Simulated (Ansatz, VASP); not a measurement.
TiGeSb in VASP and in Ansatz

File INCAR:

```
PREC = Accurate ; ENCUT = 520
EDIFF = 1E-7 ; ISMEAR = -1
SIGMA = 0.05 ; LREAL = False
LASPH = True ; NELM = 60
ALGO = Normal ; ISIF = 2
LWAVE = False ; LCHARG = True
LELF = True ; LVHAR = True
NBANDS = 40
```

Contents of KPOINTS:

```
Automatic mesh
0
Gamma
  6 6 3
```

File POSCAR:

```
TiGeSb
1.0
    3.7984037699      0.0000000000      0.0000000000
    0.0000000000      3.7984037699      0.0000000000
    0.0000000000      0.0000000000      8.4271376599
Ti Ge Sb
2 2 2
Direct
    0.5000000000      0.0000000000      0.2487500000
    0.0000000000      0.5000000000      0.7512500000
    0.0000000000      0.0000000000      0.0000000000
    0.5000000000      0.5000000000      0.0000000000
    0.5000000000      0.0000000000      0.6155600000
    0.0000000000      0.5000000000      0.3844400000
```

Input for Ansatz:

```yaml
crystal:
  lattice:
    - [3.7984037698718804, 0.0, 0.0]
    - [0.0, 3.7984037698718804, 0.0]
    - [0.0, 0.0, 8.42713765993103]
  atoms:
    - { symbol: Ti, position: [0.5, 0.0, 0.24875] }
    - { symbol: Ti, position: [0.0, 0.5, 0.75125] }
    - { symbol: Ge, position: [0.0, 0.0, 0.0] }
    - { symbol: Ge, position: [0.5, 0.5, 0.0] }
    - { symbol: Sb, position: [0.5, 0.0, 0.61556] }
    - { symbol: Sb, position: [0.0, 0.5, 0.38444] }
basis:
  ecutwfc: 500.0
kpoints:
  mp_grid:
    grid: [6, 6, 3]
hamiltonian:
  xc: lda
scf:
  occupations:
    method: fermi_dirac
    width: 0.05
output:
  stress: true
```

Alike in both runs: task single point; functional LDA; k mesh 6 × 6 × 3; occupations fermi-dirac, width 0.05 eV; no spin polarisation.

|  | VASP | Ansatz |
| --- | --- | --- |
| version | VASP 6.6.1 | Ansatz 0.2.0 |
| potentials or method | VASP PAW LDA potentials, release 64 (Ti_sv, Ge_d, Sb), cutoff 520 eV | plane waves, PAW |
| valence electrons in the cell | 62 | 82 |

Ansatz gave:

```
pressure (GPa) : -11.3
```

Which values does VASP return?

Pressure (GPa): -11.1.

LDA's correlation is that of Perdew and Zunger in VASP and of Perdew and Wang (1992) in Ansatz. VASP's potentials hold 62 valence electrons a cell and Ansatz's 82, so a difference there can come from the potentials and not from the codes.

Neither program's run includes spin-orbit coupling.
